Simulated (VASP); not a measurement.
BAs: G0W0 quasiparticle levels with LDA

The system is BAs.

```
B As
1.0
     0.00000    2.39187    2.39187
     2.39187    0.00000    2.39187
     2.39187    2.39187    0.00000
B As
1 1
Direct
  0.00000 0.00000 0.00000
  0.25000 0.25000 0.25000
```

```yaml
Program: VASP 6.6.1
Task: G0W0 quasiparticle levels
Functional: LDA
Potentials_or_basis: VASP PAW LDA potentials, release 64 (B_GW, As_GW)
Cutoff: 500 eV
k_mesh: 4 × 4 × 4
Occupations: gaussian, width 0.01 eV
Spin: no spin polarisation
Dipole_correction: no
GW_scheme: G0W0
GW_iterations: 1
Cutoff_of_the_response_function: 140
Frequency_points: 48
Empty_bands: 102
Further_INCAR_settings: ALGO = EVGW0; EDIFF = 1e-08; NBANDS = 106
```

```
Band gap on the k mesh, mean-field level : 1.32 eV, indirect (least direct gap 3.23 eV)
Quasiparticle gap                        : 1.99 eV
Least direct quasiparticle gap           : 4.05 eV
```

Levels at points of the mesh, in eV from the valence-band top:
```csv
k point,band 1,band 2,band 3,band 4,band 5,band 6,band 7,band 8
"(0.00, 0.00, 0.00)",-15.35,0.00,0.00,0.00,3.23,3.23,3.23,4.62
"(0.50, 0.00, 0.00)",-12.51,-8.74,-1.81,-1.81,2.65,4.72,4.72,8.66
"(0.50, 0.50, 0.00)",-11.24,-8.41,-4.07,-4.07,1.32,1.39,11.19,11.19
```

Run time: 48 s on 1 thread of Intel Xeon 6975P-C (shared host), peak memory 0.24 GiB.

Caveat: the k points lie up to 0.57 Å⁻¹ apart; bands, screening cutoff and mesh are small and nothing is extrapolated, so the quasiparticle values aren't converged. A k mesh can miss the band edges.
